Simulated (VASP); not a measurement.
Here is a VASP 6.6.1 calculation.

INCAR

```
ALGO = Normal
EDIFF = 1E-6
ENCUT = 520
GGA = PE
ISIF = 2
ISMEAR = 0
LASPH = T
LCHARG = T
LELF = T
LREAL = F
LVHAR = T
LWAVE = F
NBANDS = 28
NELM = 100
PREC = Accurate
SIGMA = 0.02
```

File KPOINTS:

```
k-points
0
Gamma
  10 10 8
```

File POSCAR:

```
SnO
1.0
    3.8681707533      0.0000000000      0.0000000000
    0.0000000000      3.8681707533      0.0000000000
    0.0000000000      0.0000000000      5.0672768823
Sn O
2 2
Direct
    0.0000000000      0.5000000000      0.2287361935
    0.5000000000      0.0000000000      0.7712638065
    0.0000000000      0.0000000000      0.0000000000
    0.5000000000      0.5000000000      0.0000000000
```

Potentials or basis: VASP PAW PBE potentials, release 64 (Sn_d, O).

Command:

```bash
$ cat potpaw_PBE.64/Sn_d/POTCAR potpaw_PBE.64/O/POTCAR > POTCAR
$ mpirun -np 1 vasp_std > vasp.out
```

(1) What does it give for the band gap on the k mesh?

(2) Estimate the largest force.

## Answers

(1) 0.51 eV (least direct gap 1.91 eV).

(2) 0.077 eV/Å.

Caveat: semilocal functionals underestimate gaps, and a narrow one can read as zero; spin-orbit coupling is left out, which moves the levels of the heavy elements.
